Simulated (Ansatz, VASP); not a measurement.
# TiC: VASP beside Ansatz

Contents of INCAR:

```
SYSTEM = TiC
ALGO = Normal ; EDIFF = 1E-7
EDIFFG = -0.05 ; ENCUT = 600
GGA = CA ; IBRION = 2
ISIF = 3 ; ISMEAR = 0
LASPH = .True. ; LCHARG = .False.
LREAL = .False. ; LWAVE = .False.
NELM = 100 ; NSW = 100
PREC = Accurate ; SIGMA = 0.1
```

KPOINTS

```
k-points
0
Gamma
  8 8 8
  0 0 0
```

POSCAR

```
TiC
1.0
    0.0000000000      2.1657188400      2.1657188400
    2.1657188400      0.0000000000      2.1657188400
    2.1657188400      2.1657188400      0.0000000000
Ti C
1 1
Direct
    0.0000000000      0.0000000000      0.0000000000
    0.5000000000      0.5000000000      0.5000000000
```

Input for Ansatz:

```yaml
crystal:
  lattice:
    - [0.0, 2.16571884, 2.16571884]
    - [2.16571884, 0.0, 2.16571884]
    - [2.16571884, 2.16571884, 0.0]
  atoms:
    - { symbol: Ti, position: [0.0, 0.0, 0.0] }
    - { symbol: C, position: [0.5, 0.5, 0.5] }
basis:
  ecutwfc: 420
kpoints:
  mp_grid: { grid: [8, 8, 8] }
hamiltonian:
  xc: lda
  pseudopotentials: { kind: paw, azcp: { folder: soft_1 } }
scf:
  occupations: { method: gaussian, width: 0.1 }
output:
  forces: true
  stress: true
  eigenvalues: true
relax:
  adjacent_minimum: "off"
  f_tol: 0.05
  max_steps: 80
  cell: { stress_tol: 0.5 }
```

Alike in both runs: task relaxation of cell and atoms; functional LDA; k mesh 8 × 8 × 8; occupations gaussian, width 0.1 eV; no spin polarisation.

|  | VASP | Ansatz |
| --- | --- | --- |
| version | VASP 6.6.1 | Ansatz 0.2.0 |
| potentials or method | VASP PAW LDA potentials, release 64 (Ti_sv, C), cutoff 600 eV | scalar-relativistic, plane waves, PAW |
| valence electrons in the cell | 16 | 16 |

```csv
,VASP,Ansatz,Ansatz less VASP
"gap on the k mesh at the Fermi level, each at its own relaxed structure (eV)",none,none,-
relaxed volume (Å³/atom),9.70,9.67,-0.028
relaxed cell length with the largest relative difference (Å),3.016,3.013,-0.0029
```

Ansatz warns that its potentials were made for another functional, while VASP's fit it. LDA's correlation is that of Perdew and Zunger in VASP and of Perdew and Wang (1992) in Ansatz. A gap of «none» marks a metal or a gap that the smearing closes.
